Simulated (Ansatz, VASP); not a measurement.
## One calculation of TiC, two programs

POSCAR

```
TiC
1.0
    0.0000000000      2.1942184125      2.1942184125
    2.1942184125      0.0000000000      2.1942184125
    2.1942184125      2.1942184125      0.0000000000
Ti C
1 1
Direct
    0.0000000000      0.0000000000      0.0000000000
    0.5000000000      0.5000000000      0.5000000000
```

INCAR.step1

```
SYSTEM = TiC
  PREC = Accurate
  ENCUT = 520
  ISMEAR = -1
  SIGMA = 0.05
  LREAL = .FALSE.
  LASPH = .TRUE.
  NELM = 80
  NBANDS = 15
  GGA = PE
  ALGO = Normal
  EDIFF = 1E-4
  LWAVE = .TRUE.
  LCHARG = .FALSE.
```

File INCAR.step2:

```
SYSTEM = TiC
  PREC = Accurate
  ENCUT = 520
  EDIFF = 1E-6
  ISMEAR = -1
  SIGMA = 0.05
  LREAL = .FALSE.
  LASPH = .TRUE.
  NELM = 80
  ALGO = Normal
  ISIF = 2
  LWAVE = .FALSE.
  LCHARG = .FALSE.
  METAGGA = R2SCAN
  LMIXTAU = .TRUE.
  NBANDS = 15
  ISTART = 1
```

KPOINTS

```
Automatic mesh
0
G
  11 11 11
  0 0 0
```

The input input.yaml:

```yaml
crystal:
  lattice:
    - [0.0, 2.1942184125, 2.1942184125]
    - [2.1942184125, 0.0, 2.1942184125]
    - [2.1942184125, 2.1942184125, 0.0]
  atoms:
    - { symbol: Ti, position: [0.0, 0.0, 0.0] }
    - { symbol: C, position: [0.5, 0.5, 0.5] }
hamiltonian:
  xc: r2scan
  pseudopotentials: { kind: paw }
kpoints:
  mp_grid: { grid: [11, 11, 11] }
scf:
  occupations: { method: fermi_dirac, width: 0.05 }
output:
  forces: true
  stress: true
  eigenvalues: true
```

Alike in both runs: task single point; functional r2SCAN; k mesh 11 × 11 × 11; occupations fermi-dirac, width 0.05 eV; no spin polarisation.

```csv
,VASP,Ansatz
version,VASP 6.6.1,Ansatz 0.2.0
potentials or method,"VASP PAW PBE potentials, release 64 (Ti_sv, C)",Ansatz PAW
plane-wave cutoff (eV),520,500
valence electrons in the cell,16,16
```

|  | VASP | Ansatz | Ansatz less VASP |
| --- | --- | --- | --- |
| gap on the k mesh at the Fermi level (eV) | none | none | - |
| pressure (GPa) | -9.2 | -10.1 | -0.86 |

VASP's potentials were made for PBE, not for r2SCAN. A gap of «none» marks a metal or a gap that the smearing closes. With one functional, cell and mesh, what is left measures potentials, basis and numerics.
